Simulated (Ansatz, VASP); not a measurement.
# Li4F: VASP beside Ansatz

File INCAR:

```
PREC     = Accurate       # precision mode
ENCUT    = 910            # plane-wave cutoff, eV
EDIFF    = 1E-7           # SCF threshold, eV
ISMEAR   = 0              # smearing method
SIGMA    = 0.1            # smearing width, eV
LREAL    = False          # projectors in reciprocal space
LASPH    = True           # aspherical terms in the spheres
NELM     = 120            # most SCF steps
ALGO     = Normal         # electronic algorithm
ISIF     = 3              # what is computed and relaxed
LWAVE    = False          # write WAVECAR
LCHARG   = False          # write CHGCAR
GGA      = PE             # functional
IBRION   = 2              # ionic algorithm
NSW      = 90             # ionic steps
EDIFFG   = -0.04          # ionic threshold
GGA_COMPAT= False        
NELMIN   = 4
```

KPOINTS

```
regular mesh
0
Gamma
  6 6 6
```

The input POSCAR:

```
Li4F
1.0
    3.5089125000      0.0000000000      0.0000000000
   -1.7544562500      3.0388073700      0.0000000000
    0.0000000000      0.0000000000      3.5147496300
Li F
4 1
Direct
    0.3333333300      0.6666666700      0.1502010700
    0.3333333300      0.6666666700      0.8497989300
    0.6666666700      0.3333333300      0.8497989300
    0.6666666700      0.3333333300      0.1502010700
    0.0000000000      0.0000000000      0.5000000000
```

Input for Ansatz:

```yaml
crystal:
  lattice:
    - [3.5089125, 0.0, 0.0]
    - [-1.75445625, 3.03880737, 0.0]
    - [0.0, 0.0, 3.51474963]
  atoms:
    - { symbol: Li, position: [0.33333333, 0.66666667, 0.15020107] }
    - { symbol: Li, position: [0.33333333, 0.66666667, 0.84979893] }
    - { symbol: Li, position: [0.66666667, 0.33333333, 0.84979893] }
    - { symbol: Li, position: [0.66666667, 0.33333333, 0.15020107] }
    - { symbol: F, position: [0.0, 0.0, 0.5] }
basis:
  ecutwfc: 420
kpoints:
  mp_grid: { grid: [6, 6, 6] }
hamiltonian:
  xc: pbe
scf:
  occupations: { method: gaussian, width: 0.1 }
  lower_state_search: "off"
output:
  forces: true
  stress: true
  eigenvalues: true
relax:
  adjacent_minimum: "off"
  f_tol: 0.04
  max_steps: 70
  cell: { stress_tol: 0.4 }
```

Alike in both runs: task relaxation of cell and atoms; functional PBE; k mesh 6 × 6 × 6; occupations gaussian, width 0.1 eV; no spin polarisation.

|  | VASP | Ansatz |
| --- | --- | --- |
| version | VASP 6.6.1 | Ansatz 0.2.0 |
| potentials or method | VASP PAW PBE potentials, release 64 (Li_sv, F_h), cutoff 910 eV | scalar-relativistic, plane waves, PAW |
| valence electrons in the cell | 19 | 19 |

```csv
,VASP,Ansatz,Ansatz less VASP
"gap on the k mesh at the Fermi level, each at its own relaxed structure (eV)",none,none,-
relaxed volume (Å³/atom),12.16,17.82,+5.659
relaxed cell length with the largest relative difference (Å),4.668,5.611,+0.9428
```

A gap of «none» marks a metal or a gap that the smearing closes. One of these differences is far larger than is usual between the two programs; its cause wasn't traced.

Noted on VASP's run: the cutoff is short for stress, so the pressure is rough; the volume moved by over 15 % at a fixed basis, so the end points are rough.
